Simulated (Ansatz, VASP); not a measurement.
# CuO: VASP beside Ansatz

```
CELL_PARAMETERS angstrom
1.43939 0.83103 5.38978
-1.43939 0.83103 5.38978
0.00000 -1.66206 5.38978
ATOMIC_POSITIONS crystal
Cu 0.00000 0.00000 0.00000
Cu 0.50000 0.50000 0.50000
O 0.10616 0.10616 0.10616
O 0.89384 0.89384 0.89384
```

Alike in both runs: task single point; functional PBE; k mesh 18 × 18 × 18; occupations gaussian, width 0.1 eV; no spin polarisation.

```csv
,VASP,Ansatz
version,VASP 6.6.1,Ansatz 0.2.0
potentials or method,"VASP PAW PBE potentials, release 64 (Cu, O), cutoff 520 eV","scalar-relativistic, plane waves, PAW"
valence electrons in the cell,34,50
```

VASP gave:

| Property | Result |
| --- | --- |
| gap on the k mesh at the Fermi level (eV) | none |
| rms of the force components (eV/Å) | 0.208 |

Q: Which values does Ansatz return?

A: gap on the k mesh at the Fermi level (eV): none; rms of the force components (eV/Å): 0.190.

Atom by atom the forces differ by 0.017 eV/Å (rms over components). A gap of «none» marks a metal or a gap that the smearing closes. VASP's potentials hold 34 valence electrons a cell and Ansatz's 50, so a difference there can come from the potentials and not from the codes.
